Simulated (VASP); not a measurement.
# CdS (kpbe) (F-43m) in VASP: a series of runs

The runs below take CdS (kpbe) through single point, relaxation of cell and atoms, with PBE.

All numbers are computed with VASP 6.6.1; they aren't measurements. Logs are shortened: lines on timing, memory, paths and dates and some standing lists are left out, and cuts for length are marked.

## (1) The cell of the first run

The structure is cubic, space group F-43m (No. 216). The conventional cell has a = 5.886 Å, b = 5.886 Å, c = 5.886 Å, α = 90.00°, β = 90.00°, γ = 90.00°. Cd (site symmetry -43m) has 4 S at 2.55 Å within 3.4 Å. S (site symmetry -43m) has 4 Cd at 2.55 Å within 3.4 Å.

## (2) Single point, PBE

Input file INCAR:

```
SYSTEM = CdS
ALGO     = Normal         ! electronic algorithm
EDIFF    = 1E-6           ! SCF threshold, eV
ENCUT    = 520            ! plane-wave cutoff, eV
GGA      = PE             ! functional
ISIF     = 2              ! what is computed and relaxed
ISMEAR   = 0              ! smearing method
LASPH    = .TRUE.         ! aspherical terms in the spheres
LCHARG   = .FALSE.        ! write CHGCAR
LREAL    = .FALSE.        ! projectors in reciprocal space
LWAVE    = .FALSE.        ! write WAVECAR
NBANDS   = 16             ! bands
NELM     = 80             ! most SCF steps
PREC     = Accurate       ! precision mode
SIGMA    = 0.1            ! smearing width, eV
```

Input file KPOINTS:

```
k-points
0
G
  6 6 6
  0 0 0
```

Input file POSCAR:

```
CdS
1.0
    0.0000000000      2.9429534600      2.9429534600
    2.9429534600      0.0000000000      2.9429534600
    2.9429534600      2.9429534600      0.0000000000
Cd S
1 1
Direct
    0.0000000000      0.0000000000      0.0000000000
    0.7500000000      0.7500000000      0.7500000000
```

Potentials or basis: VASP PAW PBE potentials, release 64 (Cd, S).

Started as:

```bash
> cat potpaw_PBE.64/Cd/POTCAR potpaw_PBE.64/S/POTCAR > POTCAR
> mpirun -np 1 vasp_std > vasp.out
```

OUTCAR:

```text
SYSTEM = CdS
   EDIFF = 1E-6
   ENCUT = 520
   GGA = PE
   ISIF = 2
   ISMEAR = 0
   LASPH = .TRUE.
   LREAL = .FALSE.
   NELM = 80
   PREC = Accurate

 ion  position               nearest neighbor table
   1  0.000  0.000  0.000-   2 2.55   2 2.55   2 2.55   2 2.55
   2  0.750  0.750  0.750-   1 2.55   1 2.55   1 2.55   1 2.55

  LATTYP: Found a face centered cubic cell.
 ALAT       =     5.8859069200

  Lattice vectors:

 A1 = (   0.0000000000,   2.9429534600,   2.9429534600)
 A2 = (   2.9429534600,   0.0000000000,   2.9429534600)
 A3 = (   2.9429534600,   2.9429534600,   0.0000000000)

Analysis of symmetry for initial positions (statically):
=====================================================================
 Subroutine PRICEL returns:
 Original cell was already a primitive cell.

 Routine SETGRP: Setting up the symmetry group for a
 face centered cubic supercell.

 Subroutine GETGRP returns: Found 24 space group operations
 (whereof 24 operations were pure point group operations)
 out of a pool of 48 trial point group operations.

The static configuration has the point symmetry T_d .

Analysis of symmetry for dynamics (positions and initial velocities):
=====================================================================
 Subroutine PRICEL returns:
 Original cell was already a primitive cell.

 Routine SETGRP: Setting up the symmetry group for a
 face centered cubic supercell.

 Subroutine GETGRP returns: Found 24 space group operations
 (whereof 24 operations were pure point group operations)
 out of a pool of 48 trial point group operations.

The dynamic configuration has the point symmetry T_d .

 Subroutine INISYM returns: Found 24 space group operations
 (whereof 24 operations are pure point group operations),
 and found     1 'primitive' translations

----------------------------------------------------------------------------------------

                                     Primitive cell

  volume of cell :      50.9777

  direct lattice vectors                    reciprocal lattice vectors
     0.000000000  2.942953460  2.942953460    -0.169897352  0.169897352  0.169897352
     2.942953460  0.000000000  2.942953460     0.169897352 -0.169897352  0.169897352
     2.942953460  2.942953460  0.000000000     0.169897352  0.169897352 -0.169897352

  length of vectors
     4.161964697  4.161964697  4.161964697     0.294270846  0.294270846  0.294270846

  position of ions in fractional coordinates (direct lattice)
     0.000000000  0.000000000  0.000000000
     0.750000000  0.750000000  0.750000000

  ion indices of the primitive-cell ions
   primitive index   ion index
                 1           1
                 2           2

----------------------------------------------------------------------------------------

 KPOINTS: k-points

Automatic generation of k-mesh.
 Grid dimensions read from file:
 generate k-points for:    6    6    6

 Generating k-lattice:

  Cartesian coordinates                     Fractional coordinates (reciprocal lattice)
    -0.028316225  0.028316225  0.028316225     0.166666667  0.000000000  0.000000000
     0.028316225 -0.028316225  0.028316225     0.000000000  0.166666667  0.000000000
     0.028316225  0.028316225 -0.028316225     0.000000000  0.000000000  0.166666667

  Length of vectors
     0.049045141  0.049045141  0.049045141

  Shift w.r.t. Gamma in fractional coordinates (k-lattice)
     0.000000000  0.000000000  0.000000000

 Subroutine IBZKPT returns following result:
 ===========================================

 Found     16 irreducible k-points:

 Following reciprocal coordinates:
            Coordinates               Weight
  0.000000  0.000000  0.000000      1.000000
  0.166667  0.000000  0.000000      8.000000
  0.333333  0.000000  0.000000      8.000000
  0.500000  0.000000  0.000000      4.000000
  0.166667  0.166667  0.000000      6.000000
  0.333333  0.166667  0.000000     24.000000
[... 8 lines left out ...]
 -0.333333  0.333333  0.166667     24.000000
 -0.333333  0.500000  0.166667     12.000000
   k-points           NKPTS =     16   k-points in BZ     NKDIM =     16   number of bands    NBANDS=     16
   number of dos      NEDOS =    301   number of ions     NIONS =      2
   total plane-waves  NPLWV =  32768
   dimension x,y,z NGX =    32 NGY =   32 NGZ =   32
   dimension x,y,z NGXF=    64 NGYF=   64 NGZF=   64
   ions per type =               1   1
   NGX,Y,Z   is equivalent  to a cutoff of  12.78, 12.78, 12.78 a.u.
   NGXF,Y,Z  is equivalent  to a cutoff of  25.56, 25.56, 25.56 a.u.
 SYSTEM =  CdS
   PREC   = accura    normal or accurate (medium, high low for compatibility)
   ISTART =      0    job   : 0-new  1-cont  2-samecut
   ICHARG =      2    charge: 1-file 2-atom 10-const
   ISPIN  =      1    spin polarized calculation?
   LNONCOLLINEAR =      F non collinear calculations
   LSORBIT =      F    spin-orbit coupling
   LASPH  =      T    aspherical Exc in radial PAW
   ENCUT  =  520.0 eV  38.22 Ry    6.18 a.u.   7.74  7.74  7.74*2*pi/ulx,y,z
   NELM   =     80;   NELMIN=  2; NELMDL= -5     # of ELM steps
   EDIFF  = 0.1E-05   stopping-criterion for ELM
   LREAL  =      F    real-space projection
   EDIFFG = 0.1E-04   stopping-criterion for IOM
   NSW    =      0    number of steps for IOM
   IBRION =     -1    ionic relax: 0-MD 1-quasi-New 2-CG
   NFREE  =      0    steps in history (QN), initial steepest desc. (CG)
   ISIF   =      2    stress and relaxation
   ISYM   =      2    0-nonsym 1-usesym 2-fastsym
   POTIM  = 0.5000    time-step for ionic-motion
   TEBEG  =    0.0;   TEEND  =   0.0 temperature during run
   PSTRESS=    0.0 pullay stress
   NELECT =      18.0000    total number of electrons
   NUPDOWN=      -1.0000    fix difference up-down
   EMIN   =  10.00;   EMAX   =-10.00  energy-range for DOS
   EFERMI =   0.00;   METHOD = LEGACY
   ISMEAR =     0;   SIGMA  =   0.10  broadening in eV -4-tet -1-fermi 0-gaus
   EFERMI_NEDOS =   21; number of points for ismear=-14 and -15
   IALGO  =     38    algorithm
   IMIX   =      4    mixing-type and parameters
     AMIX     =   0.40;   BMIX     =  1.00
     AMIX_MAG =   1.60;   BMIX_MAG =  1.00
  volume/ion in A,a.u.               =      25.49       172.01
  Fermi-wavevector in a.u.,A,eV,Ry     =   1.157104  2.186609 18.216690  1.338889
  Thomas-Fermi vector in A             =   2.293718
   LORBIT       =      0    0 simple, 1 ext, 2 COOP (PROOUT), +10 PAW based schemes
   GGA     = PE    functional components
   LHFCALC =     F    Hartree Fock is set to
   AEXX    =    0.0000 exact exchange contribution
   IVDW    =     0    specifies the selected vdW correction
   LEPSILON=     F    determine dielectric tensor
   LRPA    =     F    only Hartree local field effects (RPA)
 non-spin polarized calculation
 Gauss-broadening in eV      SIGMA  =   0.10
  energy-cutoff  :      520.00
  volume of cell :       50.98
 maximum number of plane-waves:      1384
   NGX = 15   NGY = 15   NGZ = 15

 number of electron      18.0000005 magnetization

 Free energy of the ion-electron system (eV)
  ---------------------------------------------------
  ext. energy  EPLUGINS =         0.00000000
  ---------------------------------------------------
  free energy    TOTEN  =        -6.13908639 eV

  energy without entropy =       -6.13908639  energy(sigma->0) =       -6.13908639

 E-fermi :   1.5210     XC(G=0):  -9.0225

 val. band max:        1.0881798456   @ k =   0.0000   0.0000   0.0000
 cond. band min:       2.1768749220   @ k =   0.0000   0.0000   0.0000
 fundamental gap:      1.0886950764
 Fermi energy:         1.5209901795

 k-point     1 :       0.0000    0.0000    0.0000
  band No.  band energies     occupation
      1     -11.1187      2.00000
      2      -6.5478      2.00000
      3      -6.5478      2.00000
      4      -6.5478      2.00000
      5      -6.1044      2.00000
      6      -6.1044      2.00000
[... 8 lines left out ...]
     15      12.5259      0.00000
     16      12.5259      0.00000

 k-point     2 :       0.1667    0.0000    0.0000
  band No.  band energies     occupation
      1     -11.0187      2.00000
      2      -6.5127      2.00000
      3      -6.5127      2.00000
      4      -6.4505      2.00000
      5      -6.1050      2.00000
      6      -6.1050      2.00000
[... 8 lines left out ...]
     15      11.7548      0.00000
     16      12.8492      0.00000

 k-point     3 :       0.3333    0.0000    0.0000
  band No.  band energies     occupation
      1     -10.8179      2.00000
      2      -6.4555      2.00000
      3      -6.4555      2.00000
      4      -6.0994      2.00000
      5      -6.0888      2.00000
      6      -6.0888      2.00000
[... 8 lines left out ...]
     15      12.1591      0.00000
     16      12.1591      0.00000

 k-point     4 :       0.5000    0.0000    0.0000
  band No.  band energies     occupation
      1     -10.7182      2.00000
      2      -6.4358      2.00000
      3      -6.4358      2.00000
      4      -6.0694      2.00000
      5      -6.0694      2.00000
      6      -5.7476      2.00000
[... 8 lines left out ...]
     15      13.5760      0.00000
     16      13.5760      0.00000
[... 172 lines left out ...]
 k-point    14 :       0.5000    0.3333    0.1667
  band No.  band energies     occupation
      1     -10.6900      2.00000
      2      -6.3718      2.00000
      3      -6.3634      2.00000
      4      -6.1905      2.00000
      5      -6.0674      2.00000
      6      -5.8245      2.00000
[... 8 lines left out ...]
     15      13.9875      0.00000
     16      14.2262      0.00000

 k-point    15 :      -0.3333    0.3333    0.1667
  band No.  band energies     occupation
      1     -10.6266      2.00000
      2      -6.3674      2.00000
      3      -6.3284      2.00000
      4      -6.1412      2.00000
      5      -6.0867      2.00000
      6      -5.5840      2.00000
[... 8 lines left out ...]
     15      13.4833      0.00000
     16      14.3162      0.00000

 k-point    16 :      -0.3333    0.5000    0.1667
  band No.  band energies     occupation
      1     -10.5957      2.00000
      2      -6.3317      2.00000
      3      -6.2958      2.00000
      4      -6.1754      2.00000
      5      -6.0650      2.00000
      6      -5.5560      2.00000
[... 8 lines left out ...]
     15      14.2064      0.00000
     16      14.3105      0.00000

------------------------ aborting loop because EDIFF is reached ----------------------------------------

  FORCE on cell =-STRESS in cart. coord.  units (eV):
  Direction    XX          YY          ZZ          XY          YZ          ZX
  --------------------------------------------------------------------------------------
  -------------------------------------------------------------------------------------
  Total        0.4722913      0.4722913      0.4722913      0.0000000      0.0000000      0.0000000
  in kB       14.8436391     14.8436391     14.8436391      0.0000000      0.0000000      0.0000000
  external PRESSURE =      14.8436391 kB  Pullay stress =       0.0000000 kB

 VOLUME and BASIS-vectors are now :
 -----------------------------------------------------------------------------
  energy-cutoff  :      520.00
  volume of cell :       50.98
      direct lattice vectors                 reciprocal lattice vectors
     0.000000000  2.942953460  2.942953460    -0.169897352  0.169897352  0.169897352
     2.942953460  0.000000000  2.942953460     0.169897352 -0.169897352  0.169897352
     2.942953460  2.942953460  0.000000000     0.169897352  0.169897352 -0.169897352

 POSITION                                       TOTAL-FORCE (eV/Angst)
 -----------------------------------------------------------------------------------
      0.00000      0.00000      0.00000         0.000000      0.000000      0.000000
      4.41443      4.41443      4.41443        -0.000000     -0.000000     -0.000000
 -----------------------------------------------------------------------------------
    total drift:                                0.000000      0.000000      0.000000

  FREE ENERGIE OF THE ION-ELECTRON SYSTEM (eV)
  ---------------------------------------------------
  free  energy   TOTEN  =        -6.1390863934 eV

  energy  without entropy=       -6.1390863934  energy(sigma->0) =       -6.13908639
```

It took 6.2 s on 1 thread of Intel Xeon 6975P-C (Granite Rapids), shared host; peak memory 0.17 GiB.

Results:

- Free energy: -6.1391 eV
- Pressure: 1.5 GPa
- Band gap on the k mesh: 1.09 eV, direct

## (3) Single point, PBE

This run uses another cell than the first one, of 26.03 Å³/atom, 1.021 times its volume.

Input file INCAR:

```
PREC = Accurate
ENCUT = 520
EDIFF = 1E-6
ISMEAR = 0
SIGMA = 0.02
LREAL = F
LASPH = T
NELM = 100
ALGO = Normal
ISIF = 2
LWAVE = F
LCHARG = F
GGA = PE
NBANDS = 16
```

Input file KPOINTS:

```
regular mesh
0
Gamma
  8 8 8
```

Input file POSCAR:

```
CdS
1.0
    0.0000000000      2.9636036761      2.9636036761
    2.9636036761      0.0000000000      2.9636036761
    2.9636036761      2.9636036761      0.0000000000
Cd S
1 1
Direct
    0.0000000000      0.0000000000      0.0000000000
    0.7500000000      0.7500000000      0.7500000000
```

Potentials or basis: VASP PAW PBE potentials, release 64 (Cd, S).

Started as:

```bash
> cat potpaw_PBE.64/Cd/POTCAR potpaw_PBE.64/S/POTCAR > POTCAR
> mpirun -np 1 vasp_std > vasp.out
```

Run time: 10 s. Hardware: 1 thread of Intel Xeon 6975P-C (Granite Rapids), shared host; peak memory 0.18 GiB.

Results (log left out):

```yaml
Free_energy: -6.1472 eV
Pressure: 0.3 GPa
Band_gap_on_the_k_mesh: 1.04 eV, direct
```

Levels at points of the mesh, in eV from the valence-band top:
| k point | band 5 | band 6 | band 7 | band 8 | band 9 | band 10 | band 11 | band 12 | band 13 | band 14 |
| --- | --- | --- | --- | --- | --- | --- | --- | --- | --- | --- |
| (0.00, 0.00, 0.00) | -7.15 | -7.15 | 0.00 | 0.00 | 0.00 | 1.04 | 6.55 | 6.55 | 6.55 | 11.17 |
| (0.50, 0.00, 0.00) | -7.12 | -6.81 | -4.12 | -0.68 | -0.68 | 2.94 | 7.01 | 7.01 | 7.33 | 10.94 |
| (0.50, 0.50, 0.00) | -7.08 | -6.75 | -3.75 | -1.72 | -1.72 | 3.63 | 4.28 | 9.04 | 10.49 | 10.49 |

A hybrid or GW would open this gap; PBE tends to underestimate it.

## (4) Relaxation of cell and atoms, PBE

Input file INCAR:

```
ALGO     = Normal         # electronic algorithm
EDIFF    = 1E-6           # SCF threshold, eV
EDIFFG   = -0.002         # ionic threshold
ENCUT    = 600            # plane-wave cutoff, eV
GGA      = PE             # functional
IBRION   = 2              # ionic algorithm
ISIF     = 3              # what is computed and relaxed
ISMEAR   = 0              # smearing method
LASPH    = T              # aspherical terms in the spheres
LCHARG   = F              # write CHGCAR
LREAL    = F              # projectors in reciprocal space
LWAVE    = F              # write WAVECAR
NELM     = 80             # most SCF steps
NSW      = 100            # ionic steps
PREC     = Accurate       # precision mode
SIGMA    = 0.02           # smearing width, eV
```

Input file KPOINTS:

```
k-points
0
Gamma
  8 8 8
```

Input file POSCAR:

```
CdS
1.0
    0.0000000000      2.9429534600      2.9429534600
    2.9429534600      0.0000000000      2.9429534600
    2.9429534600      2.9429534600      0.0000000000
Cd S
1 1
Direct
    0.0000000000      0.0000000000      0.0000000000
    0.7500000000      0.7500000000      0.7500000000
```

Started as:

```bash
> cat potpaw_PBE.64/Cd/POTCAR potpaw_PBE.64/S/POTCAR > POTCAR
> mpirun -np 1 vasp_std > vasp.out
```

It took 37 s on 1 thread of Intel Xeon 6975P-C (Granite Rapids), shared host; peak memory 0.23 GiB.

It converged, with:

* Free energy: -6.1469 eV
* Relaxed volume: 26.14 Å³/atom
* Relaxed cell: a = 4.197 Å, b = 4.197 Å, c = 4.197 Å, α = 60.00°, β = 60.00°, γ = 60.00°
* Space group after relaxing (to 0.05 Å): F-43m (No. 216)
* Energy gained by relaxing: 2.9 meV/atom
* Ionic steps: 5
* Pressure after relaxing: 0.0 GPa
* Band gap on the k mesh: 1.03 eV, direct

The path:
| step | energy change (eV) | largest force (eV/Å) | pressure (GPa) | volume (Å³) |
| --- | --- | --- | --- | --- |
| 1 | 0.0000 | 0.0000 | 1.45 | 50.98 |
| 2 | -0.0053 | 0.0000 | -0.40 | 52.70 |
| 3 | -0.0058 | 0.0000 | 0.02 | 52.29 |
| 4 | -0.0058 | 0.0000 | -0.03 | 52.32 |
| 5 | -0.0058 | 0.0000 | -0.01 | 52.29 |

Final structure:
```
CELL_PARAMETERS angstrom
0.00000 2.96794 2.96794
2.96794 0.00000 2.96794
2.96794 2.96794 0.00000
ATOMIC_POSITIONS crystal
Cd 0.00000 0.00000 0.00000
S 0.75000 0.75000 0.75000
```

Levels at points of the mesh, in eV from the valence-band top:
| k point | band 5 | band 6 | band 7 | band 8 | band 9 | band 10 | band 11 | band 12 | band 13 |
| --- | --- | --- | --- | --- | --- | --- | --- | --- | --- |
| (0.00, 0.00, 0.00) | -7.14 | -7.14 | 0.00 | 0.00 | 0.00 | 1.03 | 6.55 | 6.55 | 6.55 |
| (0.50, 0.00, 0.00) | -7.11 | -6.81 | -4.09 | -0.68 | -0.68 | 2.93 | 7.00 | 7.00 | 7.32 |
| (0.50, 0.50, 0.00) | -7.07 | -6.75 | -3.73 | -1.70 | -1.70 | 3.64 | 4.28 | 9.02 | 10.47 |

## (5) Overview

```csv
task,cell,k mesh,cutoff (eV),smearing,gap on the mesh (eV),pressure (GPa)
single point,"a = 4.162 Å, angles 60.0°, 2 atoms",6 × 6 × 6,520,gaussian 0.1 eV,1.09,1.5
single point,"a = 4.191 Å, angles 60.0°, 2 atoms",8 × 8 × 8,520,gaussian 0.02 eV,1.04,0.3
relaxation of cell and atoms,"relaxed from a = 4.162 Å, angles 60.0°, 2 atoms",8 × 8 × 8,600,gaussian 0.02 eV,1.03,0.0
```

Alike in all rows: level PBE; potentials or basis VASP PAW PBE potentials, release 64 (Cd, S); no spin polarisation.

Absolute energies hang on the potentials; compare differences alone.
